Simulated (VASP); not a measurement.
Crystal: CuI.

```
CELL_PARAMETERS angstrom
0.00000 3.01204 3.01204
3.01204 0.00000 3.01204
3.01204 3.01204 0.00000
ATOMIC_POSITIONS crystal
Cu 0.25000 0.25000 0.25000
I 0.00000 0.00000 0.00000
```

Base run:

```yaml
Program: VASP 6.6.1
Functional: r2SCAN
Potentials_or_basis: VASP PAW PBE potentials, release 64 (Cu, I)
Cutoff: 660 eV
k_mesh: 8 × 8 × 8
Occupations: gaussian, width 0.01 eV
Spin: no spin polarisation
```

Its results: band gap on the k mesh 1.67 eV; pressure -0.1 GPa.

Task: The run is repeated on the same cell with these changes: functional from r2SCAN to PBE; cutoff from 660 eV to 600 eV. What comes out?

Result: Band gap on the k mesh 1.20 eV; pressure 1.1 GPa.

Caveats: spin-orbit coupling is left out, which moves the levels of the heavy elements; the PAW data sets were made with another functional, which shifts forces and pressure a little (at least some runs).

